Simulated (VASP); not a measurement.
# WS2: single point with PBE

WS2:

```
CELL_PARAMETERS angstrom
3.18783 0.00000 0.00000
-1.59391 2.76074 0.00000
0.00000 0.00000 14.85713
ATOMIC_POSITIONS crystal
W 0.33333 0.66667 0.25000
W 0.66667 0.33333 0.75000
S 0.33333 0.66667 0.64426
S 0.66667 0.33333 0.14426
S 0.33333 0.66667 0.85574
S 0.66667 0.33333 0.35574
```

```json
{"Program": "VASP 6.6.1", "Task": "single point", "Functional": "PBE", "Potentials or basis": "VASP PAW PBE potentials, release 64 (W_sv, S)", "Cutoff": "520 eV", "k mesh": "10 × 10 × 2", "Occupations": "gaussian, width 0.05 eV", "Spin": "collinear spin", "Starting moments": "[0.05, 0.05, 0.0, 0.0, 0.0, 0.0] μB"}
```

```
Pressure                                              : 0.0 GPa
Largest force                                         : 0.003 eV/Å
Band gap on the k mesh                                : 1.78 eV (least direct gap 2.14 eV)
Net moment                                            : 0.00 μB per cell
Valence electrons inside the program's atomic spheres : W 11.99; S 3.72
```

Forces on the atoms (eV/Å):
```
W    0.000  0.000  0.000
W    0.000  0.000  0.000
S    0.000  0.000 -0.003
S    0.000  0.000 -0.003
S    0.000  0.000  0.003
S    0.000  0.000  0.003
```

Levels at points of the mesh, in eV from the valence-band top:
Spin up:
```
           k point  band 23  band 24  band 25  band 26  band 27  band 28  band 29  band 30
(0.00, 0.00, 0.00)    -1.79    -1.79    -0.41     0.00     2.70     2.70     2.70     2.70
(0.50, 0.00, 0.00)    -1.46    -1.44    -1.11    -1.09     2.66     2.66     3.08     3.14
(0.00, 0.00, 0.50)    -1.79    -1.79    -0.18    -0.18     2.70     2.70     2.70     2.70
(0.50, 0.00, 0.50)    -1.45    -1.45    -1.10    -1.10     2.66     2.66     3.11     3.11
```
Spin down:
```tsv
k point	band 24	band 25	band 26	band 27	band 28	band 29
(0.00, 0.00, 0.00)	-1.79	-0.41	0.00	2.70	2.70	2.70
(0.50, 0.00, 0.00)	-1.44	-1.11	-1.09	2.66	2.66	3.08
(0.00, 0.00, 0.50)	-1.79	-0.18	-0.18	2.70	2.70	2.70
(0.50, 0.00, 0.50)	-1.45	-1.10	-1.10	2.66	2.66	3.11
```

Run time: 4.2 min on 1 thread of Intel(R) Xeon(R) Platinum 8488C (Sapphire Rapids), with other jobs on the host, peak memory 0.41 GiB.

Caveat: spin-orbit coupling is left out, which moves the levels of the heavy elements; this functional lacks dispersion, which binds layers or chains, so the pressure and a relaxed spacing across them are unreliable. A k mesh can miss the band edges.
